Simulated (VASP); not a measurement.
Crystal: In3Cu.

```
CELL_PARAMETERS angstrom
4.48277 0.00000 0.00000
0.00000 4.48277 0.00000
0.00000 0.00000 4.48277
ATOMIC_POSITIONS crystal
In 0.00000 0.50000 0.50000
In 0.50000 0.00000 0.50000
In 0.50000 0.50000 0.00000
Cu 0.00000 0.00000 0.00000
```

Base run:

```yaml
Program: VASP 6.6.1
Functional: revPBE
Potentials_or_basis: VASP PAW PBE potentials, release 64 (In_d, Cu)
Cutoff: 520 eV
k_mesh: 5 × 5 × 5
Occupations: gaussian, width 0.05 eV
Spin: no spin polarisation
```

Its results: band gap on the k mesh zero (band 25 reaches 8.98 eV, above the bottom of band 26 at 6.12 eV); pressure 2.3 GPa.

**Question.** The run is repeated on the same cell with these changes: functional from revPBE to PBEsol; further incar settings from ALGO = Normal; EDIFF = 1e-06; NBANDS = 33 to ALGO = Normal; EDIFF = 1e-07; NBANDS = 33. What comes out?

**Answer.** Band gap on the k mesh zero (band 25 reaches 8.70 eV, above the bottom of band 26 at 5.84 eV); pressure -2.7 GPa.

Caveats: the PAW data sets were made with another functional, which shifts forces and pressure a little; spin-orbit coupling is left out, which moves the levels of the heavy elements.
